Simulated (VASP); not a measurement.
Here is a VASP 6.6.1 calculation.

File POSCAR:

```
MgO
1.0
    0.0000000000      2.2562189984      2.3177227129
    2.2562189984      0.0000000000      2.3177227129
    2.2562189984      2.2562189984      0.0000000000
Mg O
1 1
Direct
    0.0000000000      0.0000000000      0.0000000000
    0.2500000000      0.2500000000      0.2500000000
```

INCAR.step1

```
SYSTEM = MgO
PREC = Accurate ; ENCUT = 520
EDIFF = 1E-5 ; ISMEAR = 0
SIGMA = 0.01 ; LREAL = .False.
LASPH = .True. ; NELM = 100
ALGO = Normal ; ISIF = 2
LWAVE = .True. ; GGA = PE
NBANDS = 11
```

The input INCAR.step2:

```
SYSTEM = MgO
PREC = Accurate ; ENCUT = 520
EDIFF = 1E-6 ; ISMEAR = 0
SIGMA = 0.01 ; LREAL = .False.
LASPH = .True. ; NELM = 100
ALGO = Normal ; ISIF = 2
LWAVE = .False. ; LCHARG = .True.
GGA = PE ; LHFCALC = .True.
HFSCREEN = 0.2079 ; PRECFOCK = Normal
LELF = .True. ; LVHAR = .True.
ISTART = 1 ; NBANDS = 11
```

KPOINTS

```
Automatic mesh
0
Gamma
  6 6 6
  0 0 0
```

Potentials or basis: VASP PAW PBE potentials, release 64 (Mg, O).

Launch:

```console
$ cat potpaw_PBE.64/Mg/POTCAR potpaw_PBE.64/O/POTCAR > POTCAR
$ cp INCAR.step1 INCAR
$ mpirun -np 1 vasp_std > vasp.out
$ cp INCAR.step2 INCAR
$ mpirun -np 1 vasp_std > vasp.out
```

(1) What does it give for the pressure?

(2) Predict the band gap on the k mesh.

Results:

(1) 0.8 GPa.

(2) 5.26 eV.

Caveat: the cell differs from its parent crystal (epitaxial xy strain -1.1%); the PAW data sets were made with another functional, which shifts forces and pressure a little.
